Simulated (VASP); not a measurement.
**Al3BN2: single point with PBE**

The system is Al3BN2.

```
Al B N
1.0
    -2.07648    2.07648    3.92065
     2.07648   -2.07648    3.92065
     2.07648    2.07648   -3.92065
Al B N
3 1 2
Direct
  0.81962 0.31962 0.50000
  0.31962 0.81962 0.50000
  0.56273 0.56273 0.00000
  0.26958 0.26958 0.00000
  0.06800 0.56800 0.50000
  0.56800 0.06800 0.50000
```

- Program: VASP 6.6.1
- Task: single point
- Functional: PBE
- Potentials or basis: VASP PAW PBE potentials, release 64 (Al, B, N)
- Cutoff: 600 eV
- k mesh: 4 × 4 × 4
- Occupations: gaussian, width 0.15 eV
- Spin: no spin polarisation
- Dipole correction: no
- Further INCAR settings: ALGO = Normal; EDIFF = 1e-06; NBANDS = 20

```yaml
Pressure: -0.4 GPa
Largest_force: 0.021 eV/Å
Band_gap_on_the_k_mesh: zero (band 11 reaches 7.19 eV, above the bottom of band 12 at 6.23 eV)
```

Forces in eV/Å, atoms in the order of the input:
```
Al   0.000  0.000 -0.017
Al   0.000  0.000 -0.017
Al   0.000  0.000  0.011
B    0.000  0.000  0.021
N    0.000  0.000  0.001
N    0.000  0.000  0.001
```

Stress tensor (GPa, compression positive):
```
-0.43  0.00  0.00
 0.00 -0.43  0.00
 0.00  0.00 -0.21
```

Levels at points of the mesh, in eV from the Fermi level:
| k point | band 8 | band 9 | band 10 | band 11 | band 12 | band 13 | band 14 | band 15 |
| --- | --- | --- | --- | --- | --- | --- | --- | --- |
| (0.00, 0.00, 0.00) | -3.12 | -3.12 | -0.83 | -0.83 | -0.82 | 0.51 | 3.92 | 5.85 |
| (0.50, 0.00, 0.00) | -3.24 | -2.32 | -1.03 | -0.32 | 1.12 | 2.06 | 2.77 | 3.78 |
| (0.50, 0.50, 0.00) | -3.14 | -1.78 | -0.64 | 0.09 | 0.33 | 0.92 | 6.14 | 6.40 |
| (0.50, 0.50, 0.50) | -1.58 | -1.58 | -0.23 | 0.14 | 0.34 | 0.34 | 4.33 | 5.48 |

Wall time 46 s on 1 thread of Intel Xeon 8259CL, on a shared host, peak memory 0.23 GiB.

Caveat: the k points lie up to 0.53 Å⁻¹ apart.
